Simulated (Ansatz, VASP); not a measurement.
Two plane-wave programs on ZnS

File INCAR:

```
SYSTEM = ZnS
ALGO = Normal
EDIFF = 1E-6
ENCUT = 520
GGA = PS
ISIF = 2
ISMEAR = 0
LASPH = .True.
LCHARG = .False.
LREAL = .False.
LWAVE = .False.
NBANDS = 26
NELM = 60
PREC = Accurate
SIGMA = 0.01
```

KPOINTS

```
k-points
0
Gamma
  12 12 6
  0 0 0
```

Contents of POSCAR:

```
ZnS
1.0
    3.7822342358      0.0000000000      0.0000000000
   -1.8911171179      3.2755109313      0.0000000000
    0.0000000000      0.0000000000      6.2081486949
Zn S
2 2
Direct
    0.3333333333      0.6666666667     -0.0373285439
    0.6666666667      0.3333333333      0.4626714561
    0.3333333333      0.6666666667      0.4123285439
    0.6666666667      0.3333333333      0.9123285439
```

Input for Ansatz:

```yaml
crystal:
  lattice:
    - [3.7822342358, 0.0, 0.0]
    - [-1.8911171179, 3.2755109313, 0.0]
    - [0.0, 0.0, 6.2081486949]
  atoms:
    - { symbol: Zn, position: [0.3333333333, 0.6666666667, -0.0373285439] }
    - { symbol: Zn, position: [0.6666666667, 0.3333333333, 0.4626714561] }
    - { symbol: S, position: [0.3333333333, 0.6666666667, 0.4123285439] }
    - { symbol: S, position: [0.6666666667, 0.3333333333, 0.9123285439] }
basis:
  ecutwfc: 420
  xc_grid: 2
kpoints:
  mp_grid: { grid: [12, 12, 6] }
hamiltonian:
  xc: pbesol
  pseudopotentials: { kind: paw, azcp: { folder: soft_1 } }
scf:
  occupations: { method: fixed }
output:
  forces: true
  stress: true
  eigenvalues: true
  polarization: {}
```

Change from the starting cell: polar distortion scaled by 0.40.

Alike in both runs: task single point; functional PBEsol; k mesh 12 × 12 × 6; no spin polarisation.

|  | VASP | Ansatz |
| --- | --- | --- |
| version | VASP 6.6.1 | Ansatz 0.2.0 |
| potentials or method | VASP PAW PBE potentials, release 64 (Zn, S), cutoff 520 eV | scalar-relativistic, plane waves, PAW |
| occupations | gaussian, width 0.01 eV | fixed |
| valence electrons in the cell | 36 | 36 |

|  | VASP | Ansatz | Ansatz less VASP |
| --- | --- | --- | --- |
| gap on the k mesh at the Fermi level (eV) | 2.49 | 2.47 | -0.014 |
| least direct gap on the mesh (eV) | 2.49 | 2.47 | -0.014 |
| pressure (GPa) | 4.4 | 4.2 | -0.21 |
| traceless stress, the component that is largest in VASP (GPa) | -6.10 | -5.95 | +0.146 |
| rms of the force components (eV/Å) | 0.432 | 0.427 | -0.0048 |

VASP's potentials were made for PBE, not for PBEsol, and Ansatz warns of the same on its side. Atom by atom the forces differ by 0.005 eV/Å (rms over components).
